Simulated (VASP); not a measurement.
# Na (I4_1/amd) in VASP: relaxation of cell and atoms with PBE

Aim: the relaxation of cell and atoms of Na with PBE.

Program: VASP 6.6.1. These are calculated values, not measurements. Logs are shortened: lines on timing, memory, paths and dates and some standing lists are left out, and cuts for length are marked.

**1. The cell of the first run**

Symmetry: I4_1/amd, No. 141, tetragonal system. Conventional cell: a = 5.118 Å, b = 5.118 Å, c = 2.815 Å, α = 90.00°, β = 90.00°, γ = 90.00°. Na (site symmetry -4m2) has 10 Na at 2.65 to 3.32 Å within 3.5 Å.

**2. Relaxation of cell and atoms, PBE, target pressure 20 GPa, at which the enthalpy is minimised**

INCAR reads:

```
  PREC = Accurate
  ENCUT = 500
  EDIFF = 1E-7
  ISMEAR = -1
  SIGMA = 0.1
  LREAL = False
  LASPH = True
  NELM = 120
  ALGO = Normal
  ISIF = 3
  LWAVE = False
  LCHARG = False
  GGA = PE
  IBRION = 2
  NSW = 60
  EDIFFG = -0.005
  PSTRESS = 200.0
  GGA_COMPAT = False
  NELMIN = 4
```

KPOINTS reads:

```
Automatic mesh
0
Gamma
  15 15 15
```

POSCAR reads:

```
Na
1.0
   -2.5589502828      2.5589502828      1.4074226555
    2.5589502828     -2.5589502828      1.4074226555
    2.5589502828      2.5589502828     -1.4074226555
Na
2
Direct
   -0.3750000000     -0.1250000000     -0.2500000000
    0.3750000000      0.1250000000      0.2500000000
```

Potentials or basis: VASP PAW PBE potentials, release 64 (Na_pv).

On the command line:

```bash
cat potpaw_PBE.64/Na_pv/POTCAR > POTCAR
mpirun -np 1 vasp_std > vasp.out
```

OUTCAR:

```text
PREC = Accurate
   ENCUT = 500
   EDIFF = 1E-7
   ISMEAR = -1
   LREAL = False
   LASPH = True
   NELM = 120
   ISIF = 3
   GGA = PE
   IBRION = 2
   NSW = 60
   EDIFFG = -0.005
   PSTRESS = 200.0
   NELMIN = 4

 ion  position               nearest neighbor table
   1  0.625  0.875  0.750-   2 2.65   2 2.65   2 2.65   2 2.65
   2  0.375  0.125  0.250-   1 2.65   1 2.65   1 2.65   1 2.65

  LATTYP: Found a body centered tetragonal cell.
 ALAT       =     5.1179005656
 C/A-ratio  =     0.5500000000

  Lattice vectors:

 A1 = (  -2.5589502828,   2.5589502828,   1.4074226555)
 A2 = (   2.5589502828,  -2.5589502828,   1.4074226555)
 A3 = (   2.5589502828,   2.5589502828,  -1.4074226555)

Analysis of symmetry for initial positions (statically):
=====================================================================
 Subroutine PRICEL returns:
 Original cell was already a primitive cell.

 Routine SETGRP: Setting up the symmetry group for a
 body centered tetragonal supercell.

 Subroutine GETGRP returns: Found 16 space group operations
 (whereof  4 operations were pure point group operations)
 out of a pool of 16 trial point group operations.

The static configuration has the point symmetry C_2h.
 The point group associated with its full space group is D_4h.

Analysis of symmetry for dynamics (positions and initial velocities):
=====================================================================
 Subroutine PRICEL returns:
 Original cell was already a primitive cell.

 Routine SETGRP: Setting up the symmetry group for a
 body centered tetragonal supercell.

 Subroutine GETGRP returns: Found 16 space group operations
 (whereof  4 operations were pure point group operations)
 out of a pool of 16 trial point group operations.

The dynamic configuration has the point symmetry C_2h.
 The point group associated with its full space group is D_4h.

 Subroutine INISYM returns: Found 16 space group operations
 (whereof  4 operations are pure point group operations),
 and found     1 'primitive' translations

----------------------------------------------------------------------------------------

                                     Primitive cell

  volume of cell :      36.8645

  direct lattice vectors                    reciprocal lattice vectors
    -2.558950283  2.558950283  1.407422656     0.000000000  0.195392620  0.355259309
     2.558950283 -2.558950283  1.407422656     0.195392620  0.000000000  0.355259309
     2.558950283  2.558950283 -1.407422656     0.195392620  0.195392620  0.000000000
[... 101 lines left out ...]
   IALGO  =     38    algorithm
   IMIX   =      4    mixing-type and parameters
     AMIX     =   0.40;   BMIX     =  1.00
     AMIX_MAG =   1.60;   BMIX_MAG =  1.00
  volume/ion in A,a.u.               =      18.43       124.39
  Fermi-wavevector in a.u.,A,eV,Ry     =   1.185536  2.240338 19.122931  1.405496
  Thomas-Fermi vector in A             =   2.321728
   LORBIT       =      0    0 simple, 1 ext, 2 COOP (PROOUT), +10 PAW based schemes
   GGA     = PE    functional components
   LHFCALC =     F    Hartree Fock is set to
   AEXX    =    0.0000 exact exchange contribution
   IVDW    =     0    specifies the selected vdW correction
   LEPSILON=     F    determine dielectric tensor
   LRPA    =     F    only Hartree local field effects (RPA)
 conjugate gradient relaxation of ions
 non-spin polarized calculation
  energy-cutoff  :      500.00
  volume of cell :       36.86
 maximum number of plane-waves:       959
   NGX = 15   NGY = 15   NGZ = 15

--------------------------------------- Ionic step        1  -------------------------------------------

 number of electron      14.0000028 magnetization

 Free energy of the ion-electron system (eV)
  ---------------------------------------------------
  ext. energy  EPLUGINS =         0.00000000
  ---------------------------------------------------
  free energy    TOTEN  =        -1.11664162 eV

  energy without entropy =       -1.09478611  energy(sigma->0) =       -1.10571386

------------------------ aborting loop because EDIFF is reached ----------------------------------------

  FORCE on cell =-STRESS in cart. coord.  units (eV):
  Direction    XX          YY          ZZ          XY          YZ          ZX
  --------------------------------------------------------------------------------------
  -------------------------------------------------------------------------------------
  Total        4.6234813      4.6234813      4.5088260      0.0000000     -0.0000000     -0.0000000
  in kB      200.9423430    200.9423430    195.9592780      0.0000000     -0.0000000     -0.0000000
  external PRESSURE =      -0.7186787 kB  Pullay stress =     200.0000000 kB
[... 139 lines left out ...]
--------------------------------------- Ionic step        5  -------------------------------------------

 number of electron      14.0000034 magnetization

 Free energy of the ion-electron system (eV)
  ---------------------------------------------------
  ext. energy  EPLUGINS =         0.00000000
  ---------------------------------------------------
  free energy    TOTEN  =        -1.11012917 eV

  energy without entropy =       -1.08827090  energy(sigma->0) =       -1.09920004

 E-fermi :   3.4143     XC(G=0):  -8.6739

 val. band max:        3.3914571018   @ k =  -0.4000   0.4667   0.3333
 cond. band min:       3.4149955396   @ k =  -0.2000  -0.4667   0.2000
 fundamental gap:      0.0235384378
 Fermi energy:         3.4142704655

 k-point     1 :       0.0000    0.0000    0.0000
  band No.  band energies     occupation
      1     -22.0030      2.00000
      2     -22.0030      2.00000
      3     -21.6834      2.00000
      4     -21.6803      2.00000
      5     -21.6592      2.00000
      6     -21.6592      2.00000
      7      -1.6856      2.00000
      8       7.2702      0.00000
      9       9.2134      0.00000
     10       9.2134      0.00000
     11      11.3958      0.00000
[... 309 lines left out ...]
 k-point    24 :       0.2000    0.1333    0.0000
  band No.  band energies     occupation
      1     -21.9774      2.00000
      2     -21.9554      2.00000
      3     -21.8884      2.00000
      4     -21.8710      2.00000
      5     -21.6774      2.00000
      6     -21.6600      2.00000
      7       0.8684      2.00000
      8       7.3881      0.00000
      9       9.3515      0.00000
     10      10.1544      0.00000
     11      11.2475      0.00000

 [... further k-points ...]

------------------------ aborting loop because EDIFF is reached ----------------------------------------

  FORCE on cell =-STRESS in cart. coord.  units (eV):
  Direction    XX          YY          ZZ          XY          YZ          ZX
  --------------------------------------------------------------------------------------
  -------------------------------------------------------------------------------------
  Total        4.5969900      4.5969900      4.6035137      0.0000000      0.0000000     -0.0000000
  in kB      200.0900610    200.0900610    200.3740164      0.0000000      0.0000000     -0.0000000
  external PRESSURE =       0.1847128 kB  Pullay stress =     200.0000000 kB
[... 21 lines left out ...]
  energy  without entropy=       -1.0882709011  energy(sigma->0) =       -1.09920004

  enthalpy is  TOTEN    =         3.4847916663 eV   P V=        4.5949208394

 reached required accuracy - stopping structural energy minimisation
```

CONTCAR:

```text
Na
   1.00000000000000
    -2.5660081965521102    2.5660081965521102    1.3975989015325816
     2.5660081965521102   -2.5660081965521102    1.3975989015325816
     2.5660081965521102    2.5660081965521102   -1.3975989015325816
  Na
     2
Direct
     0.6250000000000000    0.8750000000000000    0.7500000000000000
     0.3750000000000000    0.1250000000000000    0.2500000000000000

  0.00000000E+00  0.00000000E+00  0.00000000E+00
  0.00000000E+00  0.00000000E+00  0.00000000E+00
```

Run time: 2.1 min. Hardware: 1 thread of AMD EPYC 9R45 (Zen 5), shared host; peak memory 0.18 GiB.

Results:

| Quantity | Value |
| --- | --- |
| Free energy | -1.1101 eV |
| Relaxed volume | 18.40 Å³/atom |
| Relaxed cell | a = 3.889 Å, b = 3.889 Å, c = 3.889 Å, α = 97.42°, β = 97.42°, γ = 137.87° |
| Space group after relaxing (to 0.1 Å) | I4_1/amd (No. 141) |
| Energy change on relaxing (the run minimises the enthalpy) | +3.3 meV/atom |
| Ionic steps | 5 |
| Pressure after relaxing | 20.0 GPa |
| Band gap on the k mesh | zero (bands 7 and 8 overlap by 3.80 eV) |

The path:
| step | energy change (eV) | largest force (eV/Å) | pressure (GPa) | volume (Å³) |
| --- | --- | --- | --- | --- |
| 1 | 0.0000 | 0.0000 | 19.93 | 36.86 |
| 2 | 0.0053 | 0.0000 | 19.99 | 36.82 |
| 3 | 0.0158 | 0.0000 | 20.15 | 36.74 |
| 4 | 0.0031 | 0.0000 | 19.96 | 36.84 |
| 5 | 0.0065 | 0.0000 | 20.02 | 36.81 |

Final structure:
```yaml
crystal:
  lattice:
    - [-2.56601, 2.56601, 1.39760]
    - [2.56601, -2.56601, 1.39760]
    - [2.56601, 2.56601, -1.39760]
  atoms:
    - { symbol: Na, position: [0.62500, 0.87500, 0.75000] }
    - { symbol: Na, position: [0.37500, 0.12500, 0.25000] }
```

Levels at points of the mesh, in eV from the Fermi level:
```tsv
k point	band 5	band 6	band 7	band 8	band 9	band 10
(0.00, 0.00, 0.00)	-25.07	-25.07	-5.10	3.86	5.80	5.80
```

Caveat: the cell is relaxed towards a set pressure, so the run minimises the enthalpy, not the energy.
